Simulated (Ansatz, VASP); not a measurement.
## BP: VASP beside Ansatz

INCAR

```
PREC = Accurate ; ENCUT = 520
EDIFF = 1E-7 ; ISMEAR = 0
SIGMA = 0.05 ; LREAL = False
LASPH = True ; NELM = 60
ALGO = Normal ; ISIF = 2
LWAVE = False ; LCHARG = False
GGA = PE ; NBANDS = 11
```

The input KPOINTS:

```
regular mesh
0
Gamma
  12 12 12
```

POSCAR

```
BP
1.0
    0.0000000000      2.6193691626      1.7025899557
    2.6193691626      0.0000000000      1.7025899557
    2.6193691626      2.6193691626      0.0000000000
B P
1 1
Direct
    0.0000000000      0.0000000000      0.0000000000
    0.7500000000      0.7500000000      0.7500000000
```

Input for Ansatz:

```yaml
crystal:
  lattice:
    - [0.0, 2.6193691626, 1.7025899557]
    - [2.6193691626, 0.0, 1.7025899557]
    - [2.6193691626, 2.6193691626, 0.0]
  atoms:
    - { symbol: B, position: [0.0, 0.0, 0.0] }
    - { symbol: P, position: [0.75, 0.75, 0.75] }
basis:
  ecutwfc: 420
kpoints:
  mp_grid: { grid: [12, 12, 12] }
hamiltonian:
  xc: pbe
scf:
  occupations: { method: gaussian, width: 0.05 }
output:
  forces: true
  stress: true
  eigenvalues: true
```

Alike in both runs: task single point; functional PBE; k mesh 12 × 12 × 12; occupations gaussian, width 0.05 eV; no spin polarisation.

|  | VASP | Ansatz |
| --- | --- | --- |
| version | VASP 6.6.1 | Ansatz 0.2.0 |
| potentials or method | VASP PAW PBE potentials, release 64 (B, P), cutoff 520 eV | scalar-relativistic, plane waves, PAW |
| valence electrons in the cell | 8 | 8 |

Ansatz gave:

```
gap on the k mesh at the Fermi level (eV)                     : none
pressure (GPa)                                                : -6.3
traceless stress, the component that is largest in VASP (GPa) : 27.39
```

Which values does VASP return?

gap on the k mesh at the Fermi level (eV): none; pressure (GPa): -6.5; traceless stress, the component that is largest in VASP (GPa): 27.43.

A gap of «none» marks a metal or a gap that the smearing closes. With one functional, cell and mesh, what is left measures potentials, basis and numerics.
